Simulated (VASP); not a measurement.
# CdSe (F-43m) in VASP: notebook

The runs below take CdSe through single point, relaxation of cell and atoms, with PBE.

Everything below comes from runs of VASP 6.6.1. Logs are shortened: lines on timing, memory, paths and dates and some standing lists are left out, and cuts for length are marked.

## (1) The cell of the first run

It takes space group F-43m (No. 216, cubic). The conventional cell has a = 6.136 Å, b = 6.136 Å, c = 6.136 Å, α = 90.00°, β = 90.00°, γ = 90.00°. Cd (site symmetry -43m) has 4 Se at 2.66 Å within 3.5 Å. Within 3.5 Å of Se (site symmetry -43m) lie 4 Cd at 2.66 Å.

## (2) Single point, PBE

Contents of INCAR:

```
PREC     = Accurate       # precision mode
ENCUT    = 520            # plane-wave cutoff, eV
EDIFF    = 1E-6           # SCF threshold, eV
ISMEAR   = -1             # smearing method
SIGMA    = 0.02           # smearing width, eV
LREAL    = F              # projectors in reciprocal space
LASPH    = T              # aspherical terms in the spheres
NELM     = 100            # most SCF steps
ALGO     = Normal         # electronic algorithm
ISIF     = 2              # what is computed and relaxed
LWAVE    = F              # write WAVECAR
LCHARG   = F              # write CHGCAR
GGA      = PE             # functional
NBANDS   = 16             # bands
```

Contents of KPOINTS:

```
Automatic mesh
0
Gamma
  8 8 8
```

Contents of POSCAR:

```
CdSe
1.0
    0.0000000000      3.0677809692      3.0677809692
    3.0677809692      0.0000000000      3.0677809692
    3.0677809692      3.0677809692      0.0000000000
Cd Se
1 1
Direct
    0.0000000000      0.0000000000      0.0000000000
    0.2500000000      0.2500000000      0.2500000000
```

Potentials or basis: VASP PAW PBE potentials, release 64 (Cd, Se).

The run is started by

```sh
cat potpaw_PBE.64/Cd/POTCAR potpaw_PBE.64/Se/POTCAR > POTCAR
mpirun -np 1 vasp_std > vasp.out
```

OUTCAR:

```text
PREC = Accurate
   ENCUT = 520
   EDIFF = 1E-6
   ISMEAR = -1
   LREAL = F
   LASPH = T
   NELM = 100
   ISIF = 2
   GGA = PE

 ion  position               nearest neighbor table
   1  0.000  0.000  0.000-   2 2.66   2 2.66   2 2.66   2 2.66
   2  0.250  0.250  0.250-   1 2.66   1 2.66   1 2.66   1 2.66

  LATTYP: Found a face centered cubic cell.
 ALAT       =     6.1355619384

  Lattice vectors:

 A1 = (   0.0000000000,   3.0677809692,   3.0677809692)
 A2 = (   3.0677809692,   0.0000000000,   3.0677809692)
 A3 = (   3.0677809692,   3.0677809692,   0.0000000000)

Analysis of symmetry for initial positions (statically):
=====================================================================
 Subroutine PRICEL returns:
 Original cell was already a primitive cell.

 Routine SETGRP: Setting up the symmetry group for a
 face centered cubic supercell.

 Subroutine GETGRP returns: Found 24 space group operations
 (whereof 24 operations were pure point group operations)
 out of a pool of 48 trial point group operations.

The static configuration has the point symmetry T_d .

Analysis of symmetry for dynamics (positions and initial velocities):
=====================================================================
 Subroutine PRICEL returns:
 Original cell was already a primitive cell.

 Routine SETGRP: Setting up the symmetry group for a
 face centered cubic supercell.

 Subroutine GETGRP returns: Found 24 space group operations
 (whereof 24 operations were pure point group operations)
 out of a pool of 48 trial point group operations.

The dynamic configuration has the point symmetry T_d .

 Subroutine INISYM returns: Found 24 space group operations
 (whereof 24 operations are pure point group operations),
 and found     1 'primitive' translations

----------------------------------------------------------------------------------------

                                     Primitive cell

  volume of cell :      57.7435

  direct lattice vectors                    reciprocal lattice vectors
     0.000000000  3.067780969  3.067780969    -0.162984256  0.162984256  0.162984256
     3.067780969  0.000000000  3.067780969     0.162984256 -0.162984256  0.162984256
     3.067780969  3.067780969  0.000000000     0.162984256  0.162984256 -0.162984256

  length of vectors
     4.338497453  4.338497453  4.338497453     0.282297013  0.282297013  0.282297013

  position of ions in fractional coordinates (direct lattice)
     0.000000000  0.000000000  0.000000000
     0.250000000  0.250000000  0.250000000

  ion indices of the primitive-cell ions
   primitive index   ion index
                 1           1
                 2           2

----------------------------------------------------------------------------------------

 KPOINTS: Automatic mesh

Automatic generation of k-mesh.
 Grid dimensions read from file:
 generate k-points for:    8    8    8

 Generating k-lattice:

  Cartesian coordinates                     Fractional coordinates (reciprocal lattice)
    -0.020373032  0.020373032  0.020373032     0.125000000  0.000000000  0.000000000
     0.020373032 -0.020373032  0.020373032     0.000000000  0.125000000  0.000000000
     0.020373032  0.020373032 -0.020373032     0.000000000  0.000000000  0.125000000

  Length of vectors
     0.035287127  0.035287127  0.035287127

  Shift w.r.t. Gamma in fractional coordinates (k-lattice)
     0.000000000  0.000000000  0.000000000

 Subroutine IBZKPT returns following result:
 ===========================================

 Found     29 irreducible k-points:

 Following reciprocal coordinates:
            Coordinates               Weight
  0.000000  0.000000  0.000000      1.000000
  0.125000  0.000000  0.000000      8.000000
  0.250000  0.000000  0.000000      8.000000
  0.375000  0.000000  0.000000      8.000000
  0.500000  0.000000  0.000000      4.000000
  0.125000  0.125000  0.000000      6.000000
[... 16 lines left out ...]
  0.500000  0.250000  0.125000     48.000000
 -0.375000  0.250000  0.125000     24.000000
 [... further k-points ...]
   k-points           NKPTS =     29   k-points in BZ     NKDIM =     29   number of bands    NBANDS=     16
   number of dos      NEDOS =    301   number of ions     NIONS =      2
   total plane-waves  NPLWV =  32768
   dimension x,y,z NGX =    32 NGY =   32 NGZ =   32
   dimension x,y,z NGXF=    64 NGYF=   64 NGZF=   64
   ions per type =               1   1
   NGX,Y,Z   is equivalent  to a cutoff of  12.26, 12.26, 12.26 a.u.
   NGXF,Y,Z  is equivalent  to a cutoff of  24.52, 24.52, 24.52 a.u.
 SYSTEM =  unknown system
   PREC   = accura    normal or accurate (medium, high low for compatibility)
   ISTART =      0    job   : 0-new  1-cont  2-samecut
   ICHARG =      2    charge: 1-file 2-atom 10-const
   ISPIN  =      1    spin polarized calculation?
   LNONCOLLINEAR =      F non collinear calculations
   LSORBIT =      F    spin-orbit coupling
   LASPH  =      T    aspherical Exc in radial PAW
   ENCUT  =  520.0 eV  38.22 Ry    6.18 a.u.   8.07  8.07  8.07*2*pi/ulx,y,z
   NELM   =    100;   NELMIN=  2; NELMDL= -5     # of ELM steps
   EDIFF  = 0.1E-05   stopping-criterion for ELM
   LREAL  =      F    real-space projection
   EDIFFG = 0.1E-04   stopping-criterion for IOM
   NSW    =      0    number of steps for IOM
   IBRION =     -1    ionic relax: 0-MD 1-quasi-New 2-CG
   NFREE  =      0    steps in history (QN), initial steepest desc. (CG)
   ISIF   =      2    stress and relaxation
   ISYM   =      2    0-nonsym 1-usesym 2-fastsym
   POTIM  = 0.5000    time-step for ionic-motion
   TEBEG  =    0.0;   TEEND  =   0.0 temperature during run
   PSTRESS=    0.0 pullay stress
   NELECT =      18.0000    total number of electrons
   NUPDOWN=      -1.0000    fix difference up-down
   EMIN   =  10.00;   EMAX   =-10.00  energy-range for DOS
   EFERMI =   0.00;   METHOD = LEGACY
   ISMEAR =    -1;   SIGMA  =   0.02  broadening in eV -4-tet -1-fermi 0-gaus
   EFERMI_NEDOS =   21; number of points for ismear=-14 and -15
   IALGO  =     38    algorithm
   IMIX   =      4    mixing-type and parameters
     AMIX     =   0.40;   BMIX     =  1.00
     AMIX_MAG =   1.60;   BMIX_MAG =  1.00
  volume/ion in A,a.u.               =      28.87       194.84
  Fermi-wavevector in a.u.,A,eV,Ry     =   1.110021  2.097636 16.764382  1.232147
  Thomas-Fermi vector in A             =   2.246568
   LORBIT       =      0    0 simple, 1 ext, 2 COOP (PROOUT), +10 PAW based schemes
   GGA     = PE    functional components
   LHFCALC =     F    Hartree Fock is set to
   AEXX    =    0.0000 exact exchange contribution
   IVDW    =     0    specifies the selected vdW correction
   LEPSILON=     F    determine dielectric tensor
   LRPA    =     F    only Hartree local field effects (RPA)
 non-spin polarized calculation
  energy-cutoff  :      520.00
  volume of cell :       57.74
 maximum number of plane-waves:      1588
   NGX = 17   NGY = 17   NGZ = 17

 number of electron      18.0000008 magnetization

 Free energy of the ion-electron system (eV)
  ---------------------------------------------------
  ext. energy  EPLUGINS =         0.00000000
  ---------------------------------------------------
  free energy    TOTEN  =        -5.48902960 eV

  energy without entropy =       -5.48902959  energy(sigma->0) =       -5.48902959

 E-fermi :   1.0259     XC(G=0):  -8.7675

 val. band max:        0.7375145920   @ k =   0.0000   0.0000   0.0000
 cond. band min:       1.2919949003   @ k =   0.0000   0.0000   0.0000
 fundamental gap:      0.5544803082
 Fermi energy:         1.0258693486

 k-point     1 :       0.0000    0.0000    0.0000
  band No.  band energies     occupation
      1     -11.7127      2.00000
      2      -7.1122      2.00000
      3      -7.1122      2.00000
      4      -7.1122      2.00000
      5      -6.7652      2.00000
      6      -6.7652      2.00000
[... 8 lines left out ...]
     15      11.7777      0.00000
     16      11.7777      0.00000

 k-point     2 :       0.1250    0.0000    0.0000
  band No.  band energies     occupation
      1     -11.6622      2.00000
      2      -7.0962      2.00000
      3      -7.0962      2.00000
      4      -7.0656      2.00000
      5      -6.7660      2.00000
      6      -6.7660      2.00000
[... 8 lines left out ...]
     15      11.0295      0.00000
     16      11.1410      0.00000

 k-point     3 :       0.2500    0.0000    0.0000
  band No.  band energies     occupation
      1     -11.5391      2.00000
      2      -7.0613      2.00000
      3      -7.0613      2.00000
      4      -6.9097      2.00000
      5      -6.7631      2.00000
      6      -6.7631      2.00000
[... 8 lines left out ...]
     15      10.7863      0.00000
     16      10.8296      0.00000

 k-point     4 :       0.3750    0.0000    0.0000
  band No.  band energies     occupation
      1     -11.4145      2.00000
      2      -7.0335      2.00000
      3      -7.0335      2.00000
      4      -6.7514      2.00000
      5      -6.7514      2.00000
      6      -6.6526      2.00000
[... 8 lines left out ...]
     15      11.6426      0.00000
     16      11.6426      0.00000

 k-point     5 :       0.5000    0.0000    0.0000
  band No.  band energies     occupation
      1     -11.3627      2.00000
      2      -7.0246      2.00000
      3      -7.0246      2.00000
      4      -6.7433      2.00000
      5      -6.7433      2.00000
      6      -6.4896      2.00000
[... 8 lines left out ...]
     15      12.7972      0.00000
     16      12.7972      0.00000

 k-point     6 :       0.1250    0.1250    0.0000
  band No.  band energies     occupation
      1     -11.6455      2.00000
      2      -7.0807      2.00000
      3      -7.0807      2.00000
      4      -7.0707      2.00000
      5      -6.7755      2.00000
      6      -6.7573      2.00000
[... 8 lines left out ...]
     15      11.6145      0.00000
     16      11.9121      0.00000
[... 267 lines left out ...]
 k-point    21 :       0.5000    0.5000    0.0000
  band No.  band energies     occupation
      1     -11.2526      2.00000
      2      -6.9300      2.00000
      3      -6.8701      2.00000
      4      -6.8701      2.00000
      5      -6.7109      2.00000
      6      -6.4280      2.00000
[... 8 lines left out ...]
     15      13.0964      0.00000
     16      14.0105      0.00000

 k-point    22 :       0.3750    0.2500    0.1250
  band No.  band energies     occupation
      1     -11.4480      2.00000
      2      -7.0224      2.00000
      3      -7.0044      2.00000
      4      -6.8622      2.00000
      5      -6.7560      2.00000
      6      -6.7204      2.00000
[... 8 lines left out ...]
     15      12.2002      0.00000
     16      13.3504      0.00000

 k-point    23 :       0.5000    0.2500    0.1250
  band No.  band energies     occupation
      1     -11.3491      2.00000
      2      -6.9957      2.00000
      3      -6.9795      2.00000
      4      -6.8059      2.00000
      5      -6.7446      2.00000
      6      -6.5390      2.00000
[... 8 lines left out ...]
     15      12.5273      0.00000
     16      13.2808      0.00000

 k-point    24 :      -0.3750    0.2500    0.1250
  band No.  band energies     occupation
      1     -11.3083      2.00000
      2      -6.9907      2.00000
      3      -6.9682      2.00000
      4      -6.7826      2.00000
      5      -6.7498      2.00000
      6      -6.4087      2.00000
[... 8 lines left out ...]
     15      12.3431      0.00000
     16      13.2822      0.00000

 [... further k-points ...]
[... 5 lines left out ...]
  --------------------------------------------------------------------------------------
  -------------------------------------------------------------------------------------
  Total        0.6120411      0.6120411      0.6120411     -0.0000000     -0.0000000      0.0000000
  in kB       16.9819719     16.9819719     16.9819719     -0.0000000     -0.0000000      0.0000000
  external PRESSURE =      16.9819719 kB  Pullay stress =       0.0000000 kB

 VOLUME and BASIS-vectors are now :
 -----------------------------------------------------------------------------
  energy-cutoff  :      520.00
  volume of cell :       57.74
      direct lattice vectors                 reciprocal lattice vectors
     0.000000000  3.067780969  3.067780969    -0.162984256  0.162984256  0.162984256
     3.067780969  0.000000000  3.067780969     0.162984256 -0.162984256  0.162984256
     3.067780969  3.067780969  0.000000000     0.162984256  0.162984256 -0.162984256

 POSITION                                       TOTAL-FORCE (eV/Angst)
 -----------------------------------------------------------------------------------
      0.00000      0.00000      0.00000         0.000000      0.000000      0.000000
      1.53389      1.53389      1.53389        -0.000000     -0.000000     -0.000000
 -----------------------------------------------------------------------------------
    total drift:                               -0.000000     -0.000000     -0.000000

  FREE ENERGIE OF THE ION-ELECTRON SYSTEM (eV)
  ---------------------------------------------------
  free  energy   TOTEN  =        -5.4890295962 eV

  energy  without entropy=       -5.4890295924  energy(sigma->0) =       -5.48902959
```

It took 12 s on 1 thread of Intel Xeon 6975P-C (Granite Rapids), shared host; peak memory 0.18 GiB.

What came out:

```yaml
Free_energy: -5.4890 eV
Pressure: 1.7 GPa
Band_gap_on_the_k_mesh: 0.55 eV, direct
```

Levels at points of the mesh, in eV from the valence-band top:
```
           k point  band 7  band 8  band 9  band 10  band 11  band 12
(0.00, 0.00, 0.00)    0.00    0.00    0.00     0.55     5.93     5.93
(0.50, 0.00, 0.00)   -4.24   -0.71   -0.71     2.36     6.44     6.44
(0.50, 0.50, 0.00)   -3.96   -1.77   -1.77     3.19     3.73     8.99
```

A hybrid or GW would open this gap; PBE tends to underestimate it.

## (3) Relaxation of cell and atoms, PBE

This run uses another cell than the first one, of 25.91 Å³/atom, 0.897 times its volume.

Contents of INCAR:

```
SYSTEM = CdSe
  ALGO = Normal
  EDIFF = 1E-6
  EDIFFG = -0.005
  ENCUT = 600
  GGA = PE
  IBRION = 2
  ISIF = 3
  ISMEAR = -1
  LASPH = .True.
  LCHARG = .False.
  LREAL = .False.
  LWAVE = .False.
  NELM = 60
  NSW = 80
  PREC = Accurate
  SIGMA = 0.02
```

Contents of KPOINTS:

```
k-points
0
Gamma
  6 6 6
  0 0 0
```

Contents of POSCAR:

```
CdSe
1.0
    0.0000000000      2.9590355997      2.9590355997
    2.9590355997      0.0000000000      2.9590355997
    2.9590355997      2.9590355997      0.0000000000
Cd Se
1 1
Direct
    0.0000000000      0.0000000000      0.0000000000
    0.2500000000      0.2500000000      0.2500000000
```

Potentials or basis: VASP PAW PBE potentials, release 64 (Cd, Se).

The run is started by

```sh
cat potpaw_PBE.64/Cd/POTCAR potpaw_PBE.64/Se/POTCAR > POTCAR
mpirun -np 1 vasp_std > vasp.out
```

Wall time 33 s (1 thread of Intel Xeon 6975P-C (Granite Rapids), shared host); peak memory 0.21 GiB.

Results (log left out):

```
Free energy                            : -5.4937 eV
Relaxed volume                         : 29.89 Å³/atom
Relaxed cell                           : a = 4.389 Å, b = 4.389 Å, c = 4.389 Å, α = 60.00°, β = 60.00°, γ = 60.00°
Space group after relaxing (to 0.05 Å) : F-43m (No. 216)
Energy gained by relaxing              : 96.9 meV/atom
Ionic steps                            : 5
Pressure after relaxing                : 0.0 GPa
Band gap on the k mesh                 : 0.48 eV, direct
```

Step by step:
| step | energy change (eV) | largest force (eV/Å) | pressure (GPa) | volume (Å³) |
| --- | --- | --- | --- | --- |
| 1 | 0.0000 | 0.0000 | 8.97 | 51.82 |
| 2 | -0.1657 | 0.0000 | -2.31 | 63.47 |
| 3 | -0.1938 | 0.0000 | 0.05 | 59.71 |
| 4 | -0.1938 | 0.0000 | -0.06 | 59.88 |
| 5 | -0.1938 | 0.0000 | 0.02 | 59.79 |

Final structure:
```yaml
crystal:
  lattice:
    - [0.00000, 3.10353, 3.10353]
    - [3.10353, 0.00000, 3.10353]
    - [3.10353, 3.10353, 0.00000]
  atoms:
    - { symbol: Cd, position: [0.00000, 0.00000, 0.00000] }
    - { symbol: Se, position: [0.25000, 0.25000, 0.25000] }
```

Levels at points of the mesh, in eV from the valence-band top:
```csv
k point,band 5,band 6,band 7,band 8,band 9,band 10,band 11,band 12,band 13
"(0.00, 0.00, 0.00)",-7.44,-7.44,0.00,0.00,0.00,0.48,5.92,5.92,5.92
"(0.50, 0.00, 0.00)",-7.42,-7.19,-4.05,-0.67,-0.67,2.31,6.42,6.42,7.24
"(0.50, 0.50, 0.00)",-7.39,-7.13,-3.81,-1.66,-1.66,3.24,3.68,8.84,9.85
```

Caveat: the volume moved by over 15 % at a fixed basis, so the end points are rough.
